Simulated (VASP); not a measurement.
# Al (Im-3m) in VASP: notebook

Runs on Al. Level: HSE06+D3(BJ). Tasks: single point.

Everything below comes from runs of VASP 6.6.1. Logs are shortened: lines on timing, memory, paths and dates and some standing lists are left out, and cuts for length are marked.

**1. The cell of the first run**

Symmetry: Im-3m, No. 229, cubic system. The conventional cell has a = 3.182 Å, b = 3.182 Å, c = 3.182 Å, α = 90.00°, β = 90.00°, γ = 90.00°. Al (site symmetry m-3m) has 14 Al at 2.76 to 3.18 Å within 3.6 Å.

This isn't the form of Al at room conditions, which is fcc.

**2. Single point, HSE06+D3(BJ)**

File POSCAR:

```
Al
1.0
   -1.5912186900      1.5912186900      1.5912186900
    1.5912186900     -1.5912186900      1.5912186900
    1.5912186900      1.5912186900     -1.5912186900
Al
1
Direct
    0.0000000000      0.0000000000      0.0000000000
```

File INCAR.step1:

```
SYSTEM = Al
PREC = Accurate
ENCUT = 520
EDIFF = 1E-5
ISMEAR = 1
SIGMA = 0.1
LREAL = .FALSE.
LASPH = .TRUE.
NELM = 60
ALGO = Normal
ISIF = 2
LWAVE = .TRUE.
LCHARG = .FALSE.
GGA = PE
NBANDS = 8
```

File INCAR.step2:

```
SYSTEM = Al
PREC = Accurate
ENCUT = 520
EDIFF = 1E-6
ISMEAR = 1
SIGMA = 0.1
LREAL = .FALSE.
LASPH = .TRUE.
NELM = 60
ALGO = Normal
ISIF = 2
LWAVE = .FALSE.
LCHARG = .FALSE.
GGA = PE
LHFCALC = .TRUE.
HFSCREEN = 0.2079
PRECFOCK = Normal
IVDW = 12
VDW_S6 = 1.0
VDW_S8 = 2.31
VDW_A1 = 0.383
VDW_A2 = 5.685
ISTART = 1
NBANDS = 8
```

File KPOINTS:

```
regular mesh
0
G
  8 8 8
  0 0 0
```

Potentials or basis: VASP PAW PBE potentials, release 64 (Al).

Run with:

```bash
$ cat potpaw_PBE.64/Al/POTCAR > POTCAR
$ cp INCAR.step1 INCAR
$ mpirun -np 1 vasp_std > vasp.out
$ cp INCAR.step2 INCAR
$ mpirun -np 1 vasp_std > vasp.out
```

OUTCAR:

```text
SYSTEM = Al
   PREC = Accurate
   ENCUT = 520
   EDIFF = 1E-6
   ISMEAR = 1
   LREAL = .FALSE.
   LASPH = .TRUE.
   NELM = 60
   ISIF = 2
   GGA = PE
   LHFCALC = .TRUE.
   HFSCREEN = 0.2079
   PRECFOCK = Normal
   IVDW = 12
   ISTART = 1
 IVDW          = 12

 ion  position               nearest neighbor table
   1  0.000  0.000  0.000-

  LATTYP: Found a body centered cubic cell.
 ALAT       =     3.1824373800

  Lattice vectors:

 A1 = (  -1.5912186900,   1.5912186900,   1.5912186900)
 A2 = (   1.5912186900,  -1.5912186900,   1.5912186900)
 A3 = (   1.5912186900,   1.5912186900,  -1.5912186900)

Analysis of symmetry for initial positions (statically):
=====================================================================
 Subroutine PRICEL returns:
 Original cell was already a primitive cell.

 Routine SETGRP: Setting up the symmetry group for a
 body centered cubic supercell.

 Subroutine GETGRP returns: Found 48 space group operations
 (whereof 48 operations were pure point group operations)
 out of a pool of 48 trial point group operations.

The static configuration has the point symmetry O_h .

Analysis of symmetry for dynamics (positions and initial velocities):
=====================================================================
 Subroutine PRICEL returns:
 Original cell was already a primitive cell.

 Routine SETGRP: Setting up the symmetry group for a
 body centered cubic supercell.

 Subroutine GETGRP returns: Found 48 space group operations
 (whereof 48 operations were pure point group operations)
 out of a pool of 48 trial point group operations.

The dynamic configuration has the point symmetry O_h .

 Subroutine INISYM returns: Found 48 space group operations
 (whereof 48 operations are pure point group operations),
 and found     1 'primitive' translations

----------------------------------------------------------------------------------------

                                     Primitive cell

  volume of cell :      16.1157

  direct lattice vectors                    reciprocal lattice vectors
    -1.591218690  1.591218690  1.591218690     0.000000000  0.314224565  0.314224565
     1.591218690 -1.591218690  1.591218690     0.314224565  0.000000000  0.314224565
     1.591218690  1.591218690 -1.591218690     0.314224565  0.314224565  0.000000000

  length of vectors
     2.756071617  2.756071617  2.756071617     0.444380641  0.444380641  0.444380641

  position of ions in fractional coordinates (direct lattice)
     0.000000000  0.000000000  0.000000000

  ion indices of the primitive-cell ions
   primitive index   ion index
                 1           1

----------------------------------------------------------------------------------------

 KPOINTS: regular mesh

Automatic generation of k-mesh.
 Grid dimensions read from file:
 generate k-points for:    8    8    8

 Generating k-lattice:

  Cartesian coordinates                     Fractional coordinates (reciprocal lattice)
     0.000000000  0.039278071  0.039278071     0.125000000  0.000000000  0.000000000
     0.039278071  0.000000000  0.039278071     0.000000000  0.125000000  0.000000000
     0.039278071  0.039278071  0.000000000     0.000000000  0.000000000  0.125000000

  Length of vectors
     0.055547580  0.055547580  0.055547580

  Shift w.r.t. Gamma in fractional coordinates (k-lattice)
     0.000000000  0.000000000  0.000000000

 Subroutine IBZKPT returns following result:
 ===========================================

 Found     29 irreducible k-points:

 Following reciprocal coordinates:
            Coordinates               Weight
  0.000000  0.000000  0.000000      1.000000
  0.125000  0.000000  0.000000     12.000000
  0.250000  0.000000  0.000000     12.000000
  0.375000  0.000000  0.000000     12.000000
  0.500000  0.000000  0.000000      6.000000
  0.125000  0.125000  0.000000     24.000000
[... 16 lines left out ...]
 -0.250000  0.250000  0.250000      6.000000
 -0.375000  0.375000  0.250000     24.000000
 [... further k-points ...]
   k-points           NKPTS =     29   k-points in BZ     NKDIM =    512   number of bands    NBANDS=      8
   number of dos      NEDOS =    301   number of ions     NIONS =      1
   total plane-waves  NPLWV =   8000
   dimension x,y,z NGX =    20 NGY =   20 NGZ =   20
   dimension x,y,z NGXF=    40 NGYF=   40 NGZF=   40
   ions per type =               1
   NGX,Y,Z   is equivalent  to a cutoff of  12.06, 12.06, 12.06 a.u.
   NGXF,Y,Z  is equivalent  to a cutoff of  24.13, 24.13, 24.13 a.u.
 SYSTEM =  Al
   PREC   = accura    normal or accurate (medium, high low for compatibility)
   ISTART =      1    job   : 0-new  1-cont  2-samecut
   ICHARG =      0    charge: 1-file 2-atom 10-const
   ISPIN  =      1    spin polarized calculation?
   LNONCOLLINEAR =      F non collinear calculations
   LSORBIT =      F    spin-orbit coupling
   LASPH  =      T    aspherical Exc in radial PAW
   ENCUT  =  520.0 eV  38.22 Ry    6.18 a.u.   5.12  5.12  5.12*2*pi/ulx,y,z
   NELM   =     60;   NELMIN=  2; NELMDL=  0     # of ELM steps
   EDIFF  = 0.1E-05   stopping-criterion for ELM
   LREAL  =      F    real-space projection
   EDIFFG = 0.1E-04   stopping-criterion for IOM
   NSW    =      0    number of steps for IOM
   IBRION =     -1    ionic relax: 0-MD 1-quasi-New 2-CG
   NFREE  =      0    steps in history (QN), initial steepest desc. (CG)
   ISIF   =      2    stress and relaxation
   ISYM   =      3    0-nonsym 1-usesym 2-fastsym
   POTIM  = 0.5000    time-step for ionic-motion
   TEBEG  =    0.0;   TEEND  =   0.0 temperature during run
   PSTRESS=    0.0 pullay stress
   NELECT =       3.0000    total number of electrons
   NUPDOWN=      -1.0000    fix difference up-down
   EMIN   =  10.00;   EMAX   =-10.00  energy-range for DOS
   EFERMI =   0.00;   METHOD = LEGACY
   ISMEAR =     1;   SIGMA  =   0.10  broadening in eV -4-tet -1-fermi 0-gaus
   EFERMI_NEDOS =   21; number of points for ismear=-14 and -15
   IALGO  =     38    algorithm
   IMIX   =      1    mixing-type and parameters
     AMIX     =   0.40;   BMIX     =  1.00
     AMIX_MAG =   1.60;   BMIX_MAG =  1.00
  volume/ion in A,a.u.               =      16.12       108.75
  Fermi-wavevector in a.u.,A,eV,Ry     =   0.934757  1.766435 11.888371  0.873771
  Thomas-Fermi vector in A             =   2.061595
   LORBIT       =      0    0 simple, 1 ext, 2 COOP (PROOUT), +10 PAW based schemes
   GGA     = PE    functional components
   LHFCALC =     T    Hartree Fock is set to
   PRECFOCK=normal    Normal, Fast or Accurate (Low or Medium for compatibility)
   ENCUT4O =  -1.0   cutoff for four orbital integrals eV
   NKREDX  =     1    reduce k-point grid by
   NKREDY  =     1    reduce k-point grid by
   NKREDZ  =     1    reduce k-point grid by
   AEXX    =    0.2500 exact exchange contribution
   HFSCREEN=    0.2079 screening length (either q_TF or 0.3 A-1)
   HFSCREENC=   0.2079 screening length for correlation (either q_TF or 0.3 A-1)
   ENCUTFOCK=  -1.0 apply spherical cutoff to Coloumb kernel
   IVDW    =    12    specifies the selected vdW correction
   LEPSILON=     F    determine dielectric tensor
   LRPA    =     F    only Hartree local field effects (RPA)
 non-spin polarized calculation
 Methfessel and Paxton  Order N= 1 SIGMA  =   0.10
  energy-cutoff  :      520.00
  volume of cell :       16.12
 maximum number of plane-waves:       466
  NGX = 16; NGY = 16; NGZ = 16

 number of electron       3.0000000 magnetization

 Free energy of the ion-electron system (eV)
  ---------------------------------------------------
  ext. energy  EPLUGINS =         0.00000000
  ---------------------------------------------------
  free energy    TOTEN  =        -3.93919474 eV

  energy without entropy =       -3.93743548  energy(sigma->0) =       -3.93860832

 E-fermi :   8.4517     XC(G=0):  -8.4812

 val. band max:        8.4199025435   @ k =   0.2500   0.2500   0.1250
 cond. band min:       8.4647773433   @ k =  -0.3750   0.3750   0.1250
 fundamental gap:      0.0448747998
 Fermi energy:         8.4517173035

 k-point     1 :       0.0000    0.0000    0.0000
  band No.  band energies     occupation
      1      -4.6309      2.00000
      2      22.8128      0.00000
      3      22.8128      0.00000
      4      22.8128      0.00000
      5      24.4789      0.00000
      6      24.4789      0.00000
      7      24.4789      0.00000
      8      25.8809      0.00000

 k-point     2 :       0.1250    0.0000    0.0000
  band No.  band energies     occupation
      1      -4.1198      2.00000
      2      18.6941      0.00000
      3      20.8400      0.00000
      4      21.2639      0.00000
      5      22.8347      0.00000
      6      23.9327      0.00000
      7      25.7502      0.00000
      8      26.2170      0.00000

 k-point     3 :       0.2500    0.0000    0.0000
  band No.  band energies     occupation
      1      -2.5905      2.00000
      2      13.1405      0.00000
      3      18.9713      0.00000
      4      19.2213      0.00000
      5      20.8901      0.00000
      6      22.3567      0.00000
      7      27.3057      0.00000
      8      27.4798      0.00000

 k-point     4 :       0.3750    0.0000    0.0000
  band No.  band energies     occupation
      1      -0.0524      2.00000
      2       7.9886      2.00000
      3      17.8354      0.00000
      4      17.8863      0.00000
      5      19.6610      0.00000
      6      21.2549      0.00000
      7      29.0508      0.00000
      8      29.8437      0.00000

 k-point     5 :       0.5000    0.0000    0.0000
  band No.  band energies     occupation
      1       3.1880      2.00000
      2       3.8271      2.00000
      3      17.4305      0.00000
      4      17.4556      0.00000
      5      19.2458      0.00000
      6      20.8591      0.00000
      7      30.5717      0.00000
      8      32.0196      0.00000
[... 177 lines left out ...]
 k-point    22 :       0.2500    0.2500    0.2500
  band No.  band energies     occupation
      1       7.0742      2.00000
      2       7.0742      2.00000
      3       7.0742      2.00000
      4       8.9180     -0.00000
      5      31.8565      0.00000
      6      31.8565      0.00000
      7      33.0960      0.00000
      8      33.0960      0.00000

 k-point    23 :      -0.2500    0.2500    0.2500
  band No.  band energies     occupation
      1      -0.5584      2.00000
      2      13.9804      0.00000
      3      13.9804      0.00000
      4      15.4998      0.00000
      5      17.3068      0.00000
      6      26.4643      0.00000
      7      27.7498      0.00000
      8      28.7707      0.00000

 k-point    24 :      -0.3750    0.3750    0.2500
  band No.  band energies     occupation
      1       1.9691      2.00000
      2       9.8349     -0.00000
      3      12.6713      0.00000
      4      14.8841      0.00000
      5      17.7930      0.00000
      6      24.0909      0.00000
      7      26.2285      0.00000
      8      29.3593      0.00000

 [... further k-points ...]

------------------------ aborting loop because EDIFF is reached ----------------------------------------

 Edisp (eV)   -0.44279

 E8    (eV) :    -0.2955

  FORCE on cell =-STRESS in cart. coord.  units (eV):
  Direction    XX          YY          ZZ          XY          YZ          ZX
  --------------------------------------------------------------------------------------
  -------------------------------------------------------------------------------------
  Total      -0.08858    -0.08858    -0.08858     0.00000    -0.00000     0.00000
  in kB      -8.80621    -8.80621    -8.80621     0.00000    -0.00000     0.00000
  external pressure =       -8.81 kB  Pullay stress =        0.00 kB

 VOLUME and BASIS-vectors are now :
 -----------------------------------------------------------------------------
  energy-cutoff  :      520.00
  volume of cell :       16.12
      direct lattice vectors                 reciprocal lattice vectors
    -1.591218690  1.591218690  1.591218690     0.000000000  0.314224565  0.314224565
     1.591218690 -1.591218690  1.591218690     0.314224565  0.000000000  0.314224565
     1.591218690  1.591218690 -1.591218690     0.314224565  0.314224565  0.000000000

 POSITION                                       TOTAL-FORCE (eV/Angst)
 -----------------------------------------------------------------------------------
      0.00000      0.00000      0.00000         0.000000      0.000000      0.000000
 -----------------------------------------------------------------------------------
    total drift:                                0.000000      0.000010      0.000026

  FREE ENERGIE OF THE ION-ELECTRON SYSTEM (eV)
  ---------------------------------------------------
  free  energy   TOTEN  =        -4.3819884246 eV

  energy  without entropy=       -4.3802291658  energy(sigma->0) =       -4.38140200
```

Wall time 4.7 min (1 thread of AMD EPYC 7R13 (Zen 3), shared host); peak memory 0.21 GiB.

Results:

```yaml
Free_energy: -4.3820 eV
Pressure: -0.9 GPa
Band_gap_on_the_k_mesh: zero (an odd number of electrons rules out a gap without spin polarisation)
Dispersion_energy_per_atom: -0.443 eV
```

Levels at points of the mesh, in eV from the Fermi level:
```tsv
k point	band 1	band 2	band 3	band 4	band 5
(0.00, 0.00, 0.00)	-13.08	14.36	14.36	14.36	16.03
(0.50, 0.00, 0.00)	-5.26	-4.62	8.98	9.00	10.79
(0.50, 0.50, 0.50)	3.37	3.37	3.37	4.39	4.39
```

Caveat: three body term missing; the PAW data sets were made with another functional, which shifts forces and pressure a little.

**3. Single point, HSE06+D3(BJ)**

This run uses another cell than the first one, of 16.44 Å³/atom.

File POSCAR:

```
Al
1.0
   -1.6017568692      1.6017568692      1.6017568692
    1.6017568692     -1.6017568692      1.6017568692
    1.6017568692      1.6017568692     -1.6017568692
Al
1
Direct
    0.0000000000      0.0000000000      0.0000000000
```

File INCAR.step1:

```
ALGO = Normal ; EDIFF = 1E-5
ENCUT = 520 ; GGA = PE
ISIF = 2 ; ISMEAR = 1
LASPH = True ; LREAL = False
LWAVE = True ; NBANDS = 8
NELM = 60 ; PREC = Accurate
SIGMA = 0.1
```

File INCAR.step2:

```
ALGO = Normal ; EDIFF = 1E-6
ENCUT = 520 ; GGA = PE
HFSCREEN = 0.2079 ; ISIF = 2
ISMEAR = 1 ; ISTART = 1
IVDW = 12 ; LASPH = True
LCHARG = True ; LELF = True
LHFCALC = True ; LREAL = False
LVHAR = True ; LWAVE = False
NBANDS = 8 ; NELM = 60
PREC = Accurate ; PRECFOCK = Normal
SIGMA = 0.1 ; VDW_A1 = 0.383
VDW_A2 = 5.685 ; VDW_S6 = 1.0
VDW_S8 = 2.31
```

File KPOINTS:

```
k-points
0
Gamma
  8 8 8
```

Potentials or basis: VASP PAW PBE potentials, release 64 (Al).

Run with:

```bash
$ cat potpaw_PBE.64/Al/POTCAR > POTCAR
$ cp INCAR.step1 INCAR
$ mpirun -np 1 vasp_std > vasp.out
$ cp INCAR.step2 INCAR
$ mpirun -np 1 vasp_std > vasp.out
```

Run time: 4.9 min. Hardware: 1 thread of AMD EPYC 7R13 (Zen 3), shared host; peak memory 0.22 GiB.

Results (log left out):

```yaml
Free_energy: -4.3789 eV
Pressure: -2.2 GPa
Band_gap_on_the_k_mesh: zero (an odd number of electrons rules out a gap without spin polarisation)
Dispersion_energy_per_atom: -0.434 eV
```

Levels at points of the mesh, in eV from the Fermi level:
| k point | band 1 | band 2 | band 3 | band 4 | band 5 | band 6 |
| --- | --- | --- | --- | --- | --- | --- |
| (0.00, 0.00, 0.00) | -12.91 | 14.25 | 14.25 | 14.25 | 15.74 | 15.74 |
| (0.50, 0.00, 0.00) | -5.16 | -4.58 | 8.86 | 8.94 | 10.66 | 12.24 |
| (0.50, 0.50, 0.50) | 3.34 | 3.34 | 3.34 | 4.42 | 4.42 | 7.11 |

Caveat: three body term missing; the PAW data sets were made with another functional, which shifts forces and pressure a little.

**4. Single point, HSE06+D3(BJ)**

This run uses another cell than the first one, of 16.76 Å³/atom.

File POSCAR:

```
Al
1.0
   -1.6121581793      1.6121581793      1.6121581793
    1.6121581793     -1.6121581793      1.6121581793
    1.6121581793      1.6121581793     -1.6121581793
Al
1
Direct
    0.0000000000      0.0000000000      0.0000000000
```

File INCAR.step1:

```
  PREC = Accurate
  ENCUT = 520
  EDIFF = 1E-5
  ISMEAR = 1
  SIGMA = 0.1
  LREAL = False
  LASPH = True
  NELM = 100
  ALGO = Normal
  ISIF = 2
  LWAVE = True
  LCHARG = False
  GGA = PE
  NBANDS = 8
```

File INCAR.step2:

```
  PREC = Accurate
  ENCUT = 520
  EDIFF = 1E-6
  ISMEAR = 1
  SIGMA = 0.1
  LREAL = False
  LASPH = True
  NELM = 100
  ALGO = Normal
  ISIF = 2
  LWAVE = False
  LCHARG = False
  GGA = PE
  LHFCALC = True
  HFSCREEN = 0.2079
  PRECFOCK = Normal
  IVDW = 12
  VDW_S6 = 1.0
  VDW_S8 = 2.31
  VDW_A1 = 0.383
  VDW_A2 = 5.685
  ISTART = 1
  NBANDS = 8
```

File KPOINTS:

```
regular mesh
0
Gamma
  8 8 8
```

Run with:

```bash
$ cat potpaw_PBE.64/Al/POTCAR > POTCAR
$ cp INCAR.step1 INCAR
$ mpirun -np 1 vasp_std > vasp.out
$ cp INCAR.step2 INCAR
$ mpirun -np 1 vasp_std > vasp.out
```

Wall time 4.6 min (1 thread of AMD EPYC 7R13 (Zen 3), shared host); peak memory 0.22 GiB.

The run converged. Its results:

| Item | Value |
| --- | --- |
| Free energy | -4.3732 eV |
| Pressure | -3.5 GPa |
| Band gap on the k mesh | zero (an odd number of electrons rules out a gap without spin polarisation) |
| Dispersion energy per atom | -0.425 eV |

Levels at points of the mesh, in eV from the Fermi level:
| k point | band 1 | band 2 | band 3 | band 4 | band 5 |
| --- | --- | --- | --- | --- | --- |
| (0.00, 0.00, 0.00) | -12.75 | 14.14 | 14.14 | 14.14 | 15.46 |
| (0.50, 0.00, 0.00) | -5.06 | -4.54 | 8.72 | 8.90 | 10.54 |
| (0.50, 0.50, 0.50) | 3.32 | 3.32 | 3.32 | 4.45 | 4.45 |

Caveat: three body term missing; the cell stands under tension; the PAW data sets were made with another functional, which shifts forces and pressure a little.

(Continued in part 2 of 2.)

The gap in the log of VASP goes by the Fermi energy; the results here count the filled bands.